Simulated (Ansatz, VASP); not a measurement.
One calculation of V, two programs

```
CELL_PARAMETERS angstrom
2.95885 0.00000 0.00000
0.00000 2.95885 0.00000
0.00000 0.00000 2.78132
ATOMIC_POSITIONS crystal
V 0.00000 0.00000 0.00000
V 0.50000 0.50000 0.50000
```

Change from the starting cell: strain along c alone, the other axes held, atoms relaxed: -6.0 %.

Alike in both runs: task single point; functional PBEsol; k mesh 14 × 14 × 14; occupations gaussian, width 0.1 eV; no spin polarisation.

|  | VASP | Ansatz |
| --- | --- | --- |
| version | VASP 6.6.1 | Ansatz 0.2.0 |
| potentials or method | VASP PAW PBE potentials, release 64 (V_sv), cutoff 520 eV | scalar-relativistic, plane waves, PAW |
| valence electrons in the cell | 26 | 26 |

|  | VASP | Ansatz | Ansatz less VASP |
| --- | --- | --- | --- |
| gap on the k mesh at the Fermi level (eV) | none | none | - |
| pressure (GPa) | 14.3 | 13.9 | -0.39 |
| traceless stress, the component that is largest in VASP (GPa) | 6.21 | 6.24 | +0.021 |

VASP's potentials were made for PBE, not for PBEsol. A gap of «none» marks a metal or a gap that the smearing closes.
